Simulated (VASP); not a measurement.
Runs of VASP 6.6.1 on KBr. The structure is that of space group Fm-3m (No. 225), or close to it. The cells are those of the table. 

```tsv
task	level	potentials or basis	cell	cutoff (eV)	smearing	gap on the mesh (eV)	pressure (GPa)	relaxed volume (Å³/atom)
dielectric tensor	PBE	VASP PAW PBE potentials, release 64 (K_sv, Br)	a = 4.670 Å, angles 60.0°, 2 atoms	520	gaussian 0.01 eV	4.43	-	-
relaxation of cell and atoms	PBEsol	VASP PAW PBE potentials, release 64 (K_sv, Br)	relaxed from a = 4.738 Å, angles 60.0°, 2 atoms	600	fermi-dirac 0.02 eV	4.33	0.0	(b)
relaxation of cell and atoms	LDA	VASP PAW LDA potentials, release 64 (K_sv, Br)	relaxed from a = 4.738 Å, angles 60.0°, 2 atoms	600	fermi-dirac 0.02 eV	4.32	0.0	32.46
single point	LDA	VASP PAW LDA potentials, release 64 (K_sv, Br)	a = 4.670 Å, angles 60.0°, 2 atoms	520	gaussian 0.01 eV	4.03	(a)	-
```

Alike in all rows: no spin polarisation; k mesh 6 × 6 × 6.

Fill in the values left out.

(a) -1.6; (b) 35.26.

Caveats: the PAW data sets were made with another functional, which shifts forces and pressure a little (at least some runs).

A k mesh can miss the band edges, and the runs leave out spin-orbit coupling on Br.
